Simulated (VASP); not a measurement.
Here is a VASP 6.6.1 calculation.

INCAR

```
SYSTEM = Si24H2O47
ALGO = Normal
EDIFF = 1E-6
ENCUT = 520
GGA = PS
GGA_COMPAT = .False.
ISIF = 2
ISMEAR = -1
ISPIN = 2
ISYM = -1
LASPH = .True.
LCHARG = .False.
LORBIT = 11
LREAL = Auto
LWAVE = .False.
MAGMOM = 0 0 0 0 0 0 0 0 0 0 0 0 0.25 0 0 0 0 0.25 0 0 0 0 0 0 0 0 0 0 0 0 0 0 0 0 0 0 0 0 0 0 0 0 0 0 0 0 0 0 0 0 0 0 0 0 0 0 0 0 0 0 0 0 0 0 0 0 0 0 0 0 0 0.25 0.25
NBANDS = 236
NELECT = 379.0
NELM = 200
PREC = Accurate
SIGMA = 0.05
```

Contents of KPOINTS:

```
explicit points
1
Reciprocal
  0.25000000   0.25000000   0.25000000 1
```

The input POSCAR:

```
Si24H2O47
1.0
    9.9016390000      0.0000000000      0.0000000000
   -4.9508190000      8.5750710000      0.0000000000
    0.0000000000      0.0000000000     10.8858800000
Si O H
24 47 2
Direct
    0.2295980000      0.9974900000      0.1657520000
    0.2379560000      0.9944010000      0.6664630000
    0.2366800000      0.5022920000      0.1651800000
    0.2384520000      0.4963940000      0.6686020000
    0.7353480000      0.9999070000      0.1653440000
    0.7347630000      0.9971800000      0.6661410000
    0.7360850000      0.5039760000      0.1657330000
    0.7376590000      0.5032130000      0.6713130000
    0.9975060000      0.2389930000      0.3287750000
    0.9983450000      0.2314550000      0.8338230000
    0.9991600000      0.7324160000      0.3341390000
    0.0032170000      0.7385080000      0.8352580000
    0.5027500000      0.2321550000      0.3235030000
    0.4998110000      0.2362330000      0.8361240000
    0.5020420000      0.7324590000      0.3319340000
    0.5017910000      0.7362200000      0.8334860000
    0.2623180000      0.2634140000      0.0009150000
    0.2548120000      0.2608350000      0.4995760000
    0.2700810000      0.7696000000      0.0004680000
    0.2647490000      0.7571170000      0.4982570000
    0.7643220000      0.2643290000      0.9997720000
    0.7667350000      0.2675590000      0.5038420000
    0.7670880000      0.7679440000      0.9989170000
    0.7662400000      0.7642060000      0.5002120000
    0.2037540000      0.1338660000      0.1102030000
    0.2095540000      0.1238300000      0.5953810000
    0.2117670000      0.6389030000      0.1079860000
    0.2046060000      0.6217040000      0.6019210000
    0.7058180000      0.1346370000      0.1088080000
    0.7074680000      0.1319170000      0.6061460000
    0.7076940000      0.6371790000      0.1072980000
    0.7071680000      0.6334790000      0.6080830000
    0.3583030000      0.0724150000      0.2787440000
    0.3658890000      0.0755230000      0.7743640000
    0.3681380000      0.5694040000      0.2729600000
    0.3662840000      0.5722350000      0.7768070000
    0.8671360000      0.0742000000      0.2726190000
    0.8637980000      0.0696090000      0.7748140000
    0.8630420000      0.5701010000      0.2757670000
    0.8696170000      0.5751800000      0.7773050000
    0.4254420000      0.2910920000      0.9443000000
    0.4279430000      0.7901320000      0.4385820000
    0.4319610000      0.7981570000      0.9405620000
    0.9248110000      0.2952360000      0.4376260000
    0.9265420000      0.2944690000      0.9387950000
    0.9290490000      0.7929740000      0.4416600000
    0.9307560000      0.7970640000      0.9424380000
    0.1358670000      0.2133570000      0.3875590000
    0.1307730000      0.2017320000      0.8940460000
    0.1336820000      0.7039220000      0.3913810000
    0.1388940000      0.7123830000      0.8933350000
    0.6304140000      0.2126300000      0.3971620000
    0.6323630000      0.2047990000      0.8932110000
    0.6344830000      0.7026440000      0.3927030000
    0.6363470000      0.7079770000      0.8913900000
    0.0716940000      0.3709860000      0.2235100000
    0.0758060000      0.3579980000      0.7228610000
    0.0699840000      0.8623270000      0.2254340000
    0.0734200000      0.8678270000      0.7260870000
    0.5685370000      0.3719530000      0.2271570000
    0.5743950000      0.3716310000      0.7315480000
    0.5746930000      0.8650740000      0.2256760000
    0.5711940000      0.8633790000      0.7230970000
    0.2914630000      0.4267050000      0.0578780000
    0.3057320000      0.4249030000      0.5628580000
    0.2984160000      0.9316860000      0.0617710000
    0.2953600000      0.9168940000      0.5634390000
    0.7891500000      0.4249200000      0.0606230000
    0.7947710000      0.4281250000      0.5640710000
    0.7954080000      0.9304430000      0.0573110000
    0.7954410000      0.9273100000      0.5582270000
    0.4150580000      0.2902530000      0.4285660000
    0.4908890000      0.1907220000      0.5784500000
```

Potentials or basis: VASP PAW PBE potentials, release 64 (Si, O, H).

Command:

```bash
$ cat potpaw_PBE.64/Si/POTCAR potpaw_PBE.64/O/POTCAR potpaw_PBE.64/H/POTCAR > POTCAR
$ mpirun -np 1 vasp_std > vasp.out
```

Q: What does it give for the net moment?

A: 1.00 μB per cell.

Q: Predict the largest force.

A: 0.089 eV/Å.

Q: Estimate the site moments.

A: Si -0.00, +0.00 (each value once); O +0.00, +0.02, +0.01, -0.00, +0.03 (each value once); H +0.00, +0.35 μB.

Forces in eV/Å, atoms in the order of the input:
```
Si   0.002  0.006  0.030
Si  -0.010  0.008 -0.026
Si  -0.018 -0.004  0.006
Si  -0.003 -0.011 -0.015
Si  -0.012 -0.001  0.002
Si  -0.027  0.017 -0.011
Si  -0.039 -0.023  0.017
Si  -0.001  0.009 -0.011
Si   0.025 -0.010  0.027
Si  -0.001 -0.010  0.003
Si   0.012 -0.013 -0.002
Si   0.005 -0.014  0.000
Si  -0.053 -0.001  0.072
Si   0.015 -0.021  0.018
Si   0.004 -0.014 -0.008
Si   0.007 -0.012 -0.001
Si   0.003  0.010  0.006
Si   0.066  0.001 -0.057
Si   0.010  0.021  0.011
Si  -0.001  0.018 -0.002
Si   0.014  0.013  0.000
Si  -0.015 -0.017 -0.037
Si   0.004  0.010  0.005
Si   0.012  0.023 -0.004
O   -0.023  0.021  0.004
O   -0.004 -0.034  0.032
O   -0.018  0.015  0.008
O   -0.015  0.005  0.003
O   -0.019  0.008  0.014
O   -0.008 -0.001  0.021
O   -0.019  0.020  0.000
O   -0.014  0.004  0.014
O   -0.036 -0.073 -0.027
O    0.010 -0.005  0.016
O    0.004 -0.021  0.013
O    0.008 -0.011  0.015
O   -0.006 -0.029  0.002
O   -0.001 -0.024  0.010
O    0.003 -0.016  0.013
O   -0.001 -0.018  0.010
O    0.015  0.012  0.005
O    0.020  0.012  0.014
O    0.017  0.012  0.007
O    0.017  0.008  0.010
O    0.012  0.010  0.007
O    0.013  0.008  0.012
O    0.021  0.011  0.011
O   -0.023 -0.005 -0.040
O    0.017 -0.013 -0.010
O    0.015 -0.013 -0.008
O    0.014 -0.010 -0.011
O    0.053  0.001  0.030
O    0.010 -0.006 -0.014
O    0.025 -0.013 -0.009
O    0.015 -0.010 -0.013
O   -0.012  0.007 -0.013
O   -0.018 -0.014 -0.005
O   -0.023 -0.015 -0.005
O   -0.024 -0.011 -0.004
O    0.004  0.051 -0.047
O   -0.021 -0.018 -0.015
O   -0.019 -0.009 -0.009
O   -0.020 -0.017 -0.004
O    0.002  0.015 -0.012
O   -0.006  0.054  0.017
O    0.012  0.012 -0.021
O    0.005  0.016 -0.004
O    0.005  0.009 -0.013
O   -0.007  0.044  0.008
O    0.002  0.022 -0.013
O    0.006  0.009 -0.013
H    0.011  0.005 -0.002
H    0.001  0.008 -0.004
```

Caveat: the cell carries a net charge on a neutralising background, which shifts energy and pressure; the PAW data sets were made with another functional, which shifts forces and pressure a little.
